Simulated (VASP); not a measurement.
Input of a VASP 6.6.1 run:

INCAR

```
PREC = Accurate ; ENCUT = 520
EDIFF = 1E-7 ; ISMEAR = 0
SIGMA = 0.02 ; LREAL = F
LASPH = T ; NELM = 100
ALGO = Normal ; ISIF = 2
LWAVE = F ; LCHARG = F
LDIPOL = T ; IDIPOL = 3
DIPOL = 0.5 0.5 0.294 ; GGA = PE
NBANDS = 18
```

File KPOINTS:

```
Automatic mesh
0
Gamma
  8 8 1
```

File POSCAR:

```
CdAg
1.0
    3.8267491705      0.0000000000      0.0000000000
    0.0000000000      3.8267491705      0.0000000000
    0.0000000000      0.0000000000     23.8000000000
Cd Ag
1 1
Direct
    0.0000000000      0.0000000000      0.2941176471
    0.5000000000      0.5000000000      0.2941176471
```

Potentials or basis: VASP PAW PBE potentials, release 64 (Cd, Ag).

Launch:

```bash
$ cat potpaw_PBE.64/Cd/POTCAR potpaw_PBE.64/Ag/POTCAR > POTCAR
$ mpirun -np 1 vasp_std > vasp.out
```

(1) What does it give for the band gap on the k mesh?

Answers

(1) zero (an odd number of electrons rules out a gap without spin polarisation).
